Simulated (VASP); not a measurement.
Si3C2:

```xyz
5
Lattice="4.1452 0.0000 0.0000 -2.0726 3.5898 0.0000 0.0000 0.0000 5.6701" Properties=species:S:1:pos:R:3 pbc="T T T"
Si    0.9426    0.0000    0.0000
Si   -0.4713    0.8163    0.0000
Si    1.6013    2.7735    0.0000
C     0.0000    2.3932    2.8351
C     2.0726    1.1966    2.8351
```

The cell was generated, and may not be a known phase.

```yaml
Program: VASP 6.6.1
Task: relaxation of cell and atoms
Functional: PBE
Potentials_or_basis: VASP PAW PBE potentials, release 64 (Si, C)
Cutoff: 600 eV
k_mesh: 6 × 6 × 4
Occupations: gaussian, width 0.1 eV
Spin: no spin polarisation
```

At the start: pressure 58.5 GPa; volume 16.87 Å³/atom.

Question: How do energy, volume and symmetry change on relaxing?

Answer: Over 44 steps the energy falls by 4957.3 meV/atom and the volume is 10.79 Å³/atom (-36.1 %); space group P-62m (No. 189, to 0.1 Å) before and after.

Step by step:
```
step  energy change (eV)  largest force (eV/Å)  pressure (GPa)  volume (Å³)
   1              0.0000               42.0381           58.45        84.37
   3             -9.5603                0.0585          -12.83       169.29
   5            -14.9221                0.2585          -12.58       122.09
   7            -15.8835                0.3647           -6.21        97.69
   9            -16.4738                0.7101           -6.97        87.62
  11            -16.5925                0.2176           -7.31        85.18
  13            -16.6089                0.0126           -7.45        84.58
  15            -16.6115                0.0510           -7.43        84.42
  17            -16.6120                0.0677           -7.42        84.39
  19            -16.6121                0.0718           -7.42        84.38
  21            -18.2656                1.4153           16.33        57.41
  23            -18.8952                1.1684           20.88        53.75
  25            -19.7630                3.0019          131.77        36.24
  27            -21.0349                2.1047           69.36        40.92
  29            -21.9452                1.7517           85.72        39.34
  31            -22.5396                1.4692           69.02        40.65
  33            -24.6080                0.7234            5.98        50.32
  35            -24.6258                0.8842            1.48        51.62
  37            -24.6822                0.6946            0.66        52.12
  39            -24.7344                0.1061           -2.04        54.43
  41            -24.7781                0.0448           -0.14        53.70
  43            -24.7857                0.0000            0.84        53.72
  44            -24.7864                0.0176            0.32        53.93
```

Final structure:
```xyz
5
Lattice="4.7487 0.0000 0.0000 -2.3744 4.1125 0.0000 0.0000 0.0000 2.7613" Properties=species:S:1:pos:R:3 pbc="T T T"
Si    1.7003    0.0000    0.0000
Si   -0.8502    1.4725    0.0000
Si    1.5242    2.6400    0.0000
C     0.0000    2.7417    1.3806
C     2.3744    1.3708    1.3806
```

Caveat: the volume moved by over 15 % at a fixed basis, so the end points are rough.
